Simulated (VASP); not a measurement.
# CS2 in VASP: further runs

CS2 is run at these levels: r2SCAN+D3(BJ); tasks: single point.

Everything below comes from runs of VASP 6.6.1. Logs are shortened: lines on timing, memory, paths and dates and some standing lists are left out, and cuts for length are marked.

### Step 1. The cell of the first run

The cell holds a disordered packing, 24 atoms: a = 8.963 Å, b = 8.963 Å, c = 8.963 Å, α = 90.00°, β = 90.00°, γ = 90.00°.

### Step 2. Single point, r2SCAN+D3(BJ)

Contents of POSCAR:

```
CS2
1.0
    8.9628090000      0.0000000000      0.0000000000
    0.0000000000      8.9628090000      0.0000000000
    0.0000000000      0.0000000000      8.9628090000
S C
16 8
Direct
    0.8435859785      0.6576063375      0.0221136030
    0.5798963249      0.8385317594      0.1466392958
    0.2064866048      0.1905094709      0.3813648154
    0.1450995999      0.4292292740      0.1391193319
    1.0242101555      0.5981383738      0.6092286470
    0.7454247881      0.5260181267      0.4236283513
    0.5137786602      1.0121938334      0.4956370263
    0.7302844454      0.8712000892      0.7259554454
    0.4946551912      0.3740122098      1.0184753463
    0.4796933640      0.5787694461      0.7324377882
   -0.1275604557      0.9181496560      0.3437315243
    0.1662871539      0.7861039993      0.2111391641
    0.2269043109     -0.0639308503      0.8582911897
    0.1831457080      0.2734633752      0.7879784117
    0.8200219373      0.1469182262      1.0556065626
    0.7787290792      0.2718567360      0.7336204531
    0.7117857806      0.7541051025      0.0736376286
    0.1629511462      0.3238382074      0.2843862901
    0.8719141510      0.5815252785      0.5370637710
    0.6226619356      0.9423942873      0.6082356547
    0.4897683304      0.4868562969      0.8890404783
    0.0261748298      0.8754175170      0.2885814034
    0.2060068445      0.1045208037      0.8279212466
    0.7886255302      0.2092089656      0.8893417231
```

Contents of INCAR.step1:

```
  PREC = Accurate
  ENCUT = 520
  ISMEAR = -1
  SIGMA = 0.02
  LREAL = Auto
  LASPH = T
  NELM = 100
  NBANDS = 82
  GGA = PE
  ALGO = Normal
  EDIFF = 1E-4
  LWAVE = T
  LCHARG = F
```

Contents of INCAR.step2:

```
  PREC = Accurate
  ENCUT = 520
  EDIFF = 1E-6
  ISMEAR = -1
  SIGMA = 0.02
  LREAL = Auto
  LASPH = T
  NELM = 100
  ALGO = Normal
  ISIF = 2
  LWAVE = F
  LCHARG = F
  METAGGA = R2SCAN
  LMIXTAU = T
  IVDW = 12
  VDW_S6 = 1.0
  VDW_S8 = 0.78981345
  VDW_A1 = 0.49484001
  VDW_A2 = 5.73083694
  NBANDS = 82
  ISTART = 1
```

Contents of KPOINTS:

```
Automatic mesh
0
Gamma
  1 1 1
```

Potentials or basis: VASP PAW PBE potentials, release 64 (S, C).

Run with:

```
> cat potpaw_PBE.64/S/POTCAR potpaw_PBE.64/C/POTCAR > POTCAR
> cp INCAR.step1 INCAR
> mpirun -np 1 vasp_gam > vasp.out
> cp INCAR.step2 INCAR
> mpirun -np 1 vasp_gam > vasp.out
```

OUTCAR:

```text
PREC = Accurate
   ENCUT = 520
   EDIFF = 1E-6
   ISMEAR = -1
   LREAL = Auto
   LASPH = T
   NELM = 100
   ISIF = 2
   METAGGA = R2SCAN
   IVDW = 12
   ISTART = 1
 IVDW          = 12

 ion  position               nearest neighbor table
   1  0.844  0.658  0.022-  17 1.54
   2  0.580  0.839  0.147-  17 1.55
   3  0.206  0.191  0.381-  18 1.53
   4  0.145  0.429  0.139-  18 1.62
   5  0.024  0.598  0.609-  19 1.52
   6  0.745  0.526  0.424-  19 1.60
[... 8 lines left out ...]
  15  0.820  0.147  0.056-  24 1.62
  16  0.779  0.272  0.734-  24 1.51
  17  0.712  0.754  0.074-   1 1.54   2 1.55
  18  0.163  0.324  0.284-   3 1.53   4 1.62
  19  0.872  0.582  0.537-   5 1.52   6 1.60
  20  0.623  0.942  0.608-   7 1.54   8 1.57
  21  0.490  0.487  0.889-   9 1.54  10 1.63
  22  0.026  0.875  0.289-  11 1.51  12 1.64
  23  0.206  0.105  0.828-  13 1.55  14 1.57
  24  0.789  0.209  0.889-  16 1.51  15 1.62

  LATTYP: Found a simple cubic cell.
 ALAT       =     8.9628090000

  Lattice vectors:

 A1 = (   8.9628090000,   0.0000000000,   0.0000000000)
 A2 = (   0.0000000000,   8.9628090000,   0.0000000000)
 A3 = (   0.0000000000,   0.0000000000,   8.9628090000)

Analysis of symmetry for initial positions (statically):
=====================================================================
 Subroutine PRICEL returns:
 Original cell was already a primitive cell.

 Routine SETGRP: Setting up the symmetry group for a
 simple cubic supercell.

 Subroutine GETGRP returns: Found  1 space group operations
 (whereof  1 operations were pure point group operations)
 out of a pool of 48 trial point group operations.

The static configuration has the point symmetry C_1 .

Analysis of symmetry for dynamics (positions and initial velocities):
=====================================================================
 Subroutine PRICEL returns:
 Original cell was already a primitive cell.

 Routine SETGRP: Setting up the symmetry group for a
 simple cubic supercell.

 Subroutine GETGRP returns: Found  1 space group operations
 (whereof  1 operations were pure point group operations)
 out of a pool of 48 trial point group operations.

The dynamic configuration has the point symmetry C_1 .

 Subroutine INISYM returns: Found  1 space group operations
 (whereof  1 operations are pure point group operations),
 and found     1 'primitive' translations

----------------------------------------------------------------------------------------

                                     Primitive cell

  volume of cell :     719.9999

  direct lattice vectors                    reciprocal lattice vectors
     8.962809000  0.000000000  0.000000000     0.111572164  0.000000000  0.000000000
     0.000000000  8.962809000  0.000000000     0.000000000  0.111572164  0.000000000
     0.000000000  0.000000000  8.962809000     0.000000000  0.000000000  0.111572164

  length of vectors
     8.962809000  8.962809000  8.962809000     0.111572164  0.111572164  0.111572164

  position of ions in fractional coordinates (direct lattice)
     0.843585979  0.657606337  0.022113603
     0.579896325  0.838531759  0.146639296
     0.206486605  0.190509471  0.381364815
     0.145099600  0.429229274  0.139119332
     0.024210156  0.598138374  0.609228647
     0.745424788  0.526018127  0.423628351
[... 16 lines left out ...]
     0.206006845  0.104520804  0.827921247
     0.788625530  0.209208966  0.889341723

  ion indices of the primitive-cell ions
   primitive index   ion index
                 1           1
                 2           2
                 3           3
                 4           4
                 5           5
                 6           6
[... 16 lines left out ...]
                23          23
                24          24

----------------------------------------------------------------------------------------

 KPOINTS: Automatic mesh

Automatic generation of k-mesh.
 Grid dimensions read from file:
 generate k-points for:    1    1    1

 Generating k-lattice:

  Cartesian coordinates                     Fractional coordinates (reciprocal lattice)
     0.111572164  0.000000000  0.000000000     1.000000000  0.000000000  0.000000000
     0.000000000  0.111572164  0.000000000     0.000000000  1.000000000  0.000000000
     0.000000000  0.000000000  0.111572164     0.000000000  0.000000000  1.000000000

  Length of vectors
     0.111572164  0.111572164  0.111572164

  Shift w.r.t. Gamma in fractional coordinates (k-lattice)
     0.000000000  0.000000000  0.000000000

 Subroutine IBZKPT returns following result:
 ===========================================

 Found      1 irreducible k-points:

 Following reciprocal coordinates:
            Coordinates               Weight
  0.000000  0.000000  0.000000      1.000000
   k-points           NKPTS =      1   k-points in BZ     NKDIM =      1   number of bands    NBANDS=     82
   number of dos      NEDOS =    301   number of ions     NIONS =     24
   total plane-waves  NPLWV = 343000
   dimension x,y,z NGX =    70 NGY =   70 NGZ =   70
   dimension x,y,z NGXF=   140 NGYF=  140 NGZF=  140
   ions per type =              16   8
   NGX,Y,Z   is equivalent  to a cutoff of  12.98, 12.98, 12.98 a.u.
   NGXF,Y,Z  is equivalent  to a cutoff of  25.97, 25.97, 25.97 a.u.
 SYSTEM =  unknown system
   PREC   = accura    normal or accurate (medium, high low for compatibility)
   ISTART =      1    job   : 0-new  1-cont  2-samecut
   ICHARG =      0    charge: 1-file 2-atom 10-const
   ISPIN  =      1    spin polarized calculation?
   LNONCOLLINEAR =      F non collinear calculations
   LSORBIT =      F    spin-orbit coupling
   LASPH  =      T    aspherical Exc in radial PAW
   ENCUT  =  520.0 eV  38.22 Ry    6.18 a.u.  16.66 16.66 16.66*2*pi/ulx,y,z
   NELM   =    100;   NELMIN=  2; NELMDL=  0     # of ELM steps
   EDIFF  = 0.1E-05   stopping-criterion for ELM
   LREAL  =      T    real-space projection
   EDIFFG = 0.1E-04   stopping-criterion for IOM
   NSW    =      0    number of steps for IOM
   IBRION =     -1    ionic relax: 0-MD 1-quasi-New 2-CG
   NFREE  =      0    steps in history (QN), initial steepest desc. (CG)
   ISIF   =      2    stress and relaxation
   ISYM   =      2    0-nonsym 1-usesym 2-fastsym
   POTIM  = 0.5000    time-step for ionic-motion
   TEBEG  =    0.0;   TEEND  =   0.0 temperature during run
   PSTRESS=    0.0 pullay stress
   NELECT =     128.0000    total number of electrons
   NUPDOWN=      -1.0000    fix difference up-down
   EMIN   =  10.00;   EMAX   =-10.00  energy-range for DOS
   EFERMI =   0.00;   METHOD = LEGACY
   ISMEAR =    -1;   SIGMA  =   0.02  broadening in eV -4-tet -1-fermi 0-gaus
   EFERMI_NEDOS =   21; number of points for ismear=-14 and -15
   IALGO  =     38    algorithm
   IMIX   =      4    mixing-type and parameters
     AMIX     =   0.40;   BMIX     =  1.00
     AMIX_MAG =   1.60;   BMIX_MAG =  1.00
  volume/ion in A,a.u.               =      30.00       202.45
  Fermi-wavevector in a.u.,A,eV,Ry     =   0.920522  1.739534 11.529034  0.847360
  Thomas-Fermi vector in A             =   2.045836
   LORBIT       =      0    0 simple, 1 ext, 2 COOP (PROOUT), +10 PAW based schemes
   METAGGA = R2SCAN    functional components
   LHFCALC =     F    Hartree Fock is set to
   AEXX    =    0.0000 exact exchange contribution
   IVDW    =    12    specifies the selected vdW correction
   LEPSILON=     F    determine dielectric tensor
   LRPA    =     F    only Hartree local field effects (RPA)
 non-spin polarized calculation
  energy-cutoff  :      520.00
  volume of cell :      720.00
 maximum number of plane-waves:      9691
 NGX is ok and might be reduce to    70
   NGX = 33   NGY = 33   NGZ = 33

 number of electron     128.0000001 magnetization

 Free energy of the ion-electron system (eV)
  ---------------------------------------------------
  ext. energy  EPLUGINS =         0.00000000
  ---------------------------------------------------
  free energy    TOTEN  =      -199.34722899 eV

  energy without entropy =     -199.34722899  energy(sigma->0) =     -199.34722899

 E-fermi :  -0.7957     XC(G=0):  -7.1903

 val. band max:       -1.2899237354   @ k =   0.0000   0.0000   0.0000
 cond. band min:       1.8266230150   @ k =   0.0000   0.0000   0.0000
 fundamental gap:      3.1165467504
 Fermi energy:        -0.7957258873

 k-point     1 :       0.0000    0.0000    0.0000
  band No.  band energies     occupation
      1     -17.5101      2.00000
      2     -17.3898      2.00000
      3     -17.3402      2.00000
      4     -17.2488      2.00000
      5     -17.2183      2.00000
      6     -17.1486      2.00000
[... 68 lines left out ...]
     75       2.5509      0.00000
     76       2.5845      0.00000
 [bands above 76 left out]

------------------------ aborting loop because EDIFF is reached ----------------------------------------

 Edisp (eV)   -1.65318

 E8    (eV) :    -0.4252

  FORCE on cell =-STRESS in cart. coord.  units (eV):
  Direction    XX          YY          ZZ          XY          YZ          ZX
  --------------------------------------------------------------------------------------
  -------------------------------------------------------------------------------------
  Total       1.97742    -3.41315    -8.25432     1.42928     1.88888     0.07788
  in kB       4.40025    -7.59510   -18.36790     3.18051     4.20323     0.17331
  external pressure =       -7.19 kB  Pullay stress =        0.00 kB

 VOLUME and BASIS-vectors are now :
 -----------------------------------------------------------------------------
  energy-cutoff  :      520.00
  volume of cell :      720.00
      direct lattice vectors                 reciprocal lattice vectors
     8.962809000  0.000000000  0.000000000     0.111572164  0.000000000  0.000000000
     0.000000000  8.962809000  0.000000000     0.000000000  0.111572164  0.000000000
     0.000000000  0.000000000  8.962809000     0.000000000  0.000000000  0.111572164

 POSITION                                       TOTAL-FORCE (eV/Angst)
 -----------------------------------------------------------------------------------
      7.56090      5.89400      0.19820         0.404294     -0.266982     -0.404391
      5.19750      7.51560      1.31430        -0.402848      0.171724     -0.317874
      1.85070      1.70750      3.41810        -0.166624     -0.472252      1.179136
      1.30050      3.84710      1.24690        -0.218156     -1.151184      2.525838
      0.21699      5.36100      5.46040         1.184117      0.696162      1.234968
      6.68110      4.71460      3.79690         0.861051      1.043329      1.520748
[... 16 lines left out ...]
      1.84640      0.93680      7.42050        -0.203155      0.801077     -0.473082
      7.06830      1.87510      7.97100         1.103255     -1.392870      4.033735
 -----------------------------------------------------------------------------------
    total drift:                                0.009989      0.000580     -0.036734

  FREE ENERGIE OF THE ION-ELECTRON SYSTEM (eV)
  ---------------------------------------------------
  free  energy   TOTEN  =      -201.0004074944 eV

  energy  without entropy=     -201.0004074944  energy(sigma->0) =     -201.00040749
```

Run time: 6.3 min. Hardware: 1 thread of Intel Xeon Platinum 8259CL at 2.50GHz (Skylake/Cascade Lake), shared host; peak memory 0.74 GiB.

What came out:

| Item | Value |
| --- | --- |
| Free energy | -201.0004 eV |
| Pressure | -0.7 GPa |
| Largest force | 4.739 eV/Å |
| Dispersion energy per atom | -0.069 eV |

Forces in eV/Å, atoms in the order of the input:
```
S    0.404 -0.267 -0.404
S   -0.403  0.172 -0.318
S   -0.167 -0.472  1.179
S   -0.218 -1.151  2.526
S    1.184  0.696  1.235
S    0.861  1.043  1.521
S   -0.286  0.183 -0.393
S   -0.630  0.475 -0.761
S    0.103  0.393  0.272
S    0.125 -1.331  2.879
S   -0.826  0.874  0.882
S   -1.923  1.972  1.579
S    0.046  0.103  0.062
S    0.128 -0.929  0.224
S   -0.562  0.905 -2.411
S   -0.350  0.662 -1.714
C   -0.432 -0.168  0.554
C    0.107  1.555 -3.643
C   -1.932 -1.787 -2.909
C    0.862 -0.645  1.209
C   -0.305  0.969 -3.026
C    3.312 -2.659 -2.102
C   -0.203  0.801 -0.473
C    1.103 -1.393  4.034
```

Levels at points of the mesh, in eV from the Fermi level:
| k point | band 61 | band 62 | band 63 | band 64 | band 65 | band 66 | band 67 | band 68 |
| --- | --- | --- | --- | --- | --- | --- | --- | --- |
| (0.00, 0.00, 0.00) | -0.66 | -0.58 | -0.55 | -0.49 | 2.62 | 2.67 | 2.84 | 2.89 |

Caveat: the k points lie up to 0.70 Å⁻¹ apart; the atoms stand as in a frame of molecular dynamics; the PAW data sets were made with another functional, which shifts forces and pressure a little.

(Continued in part 2 of 2.)
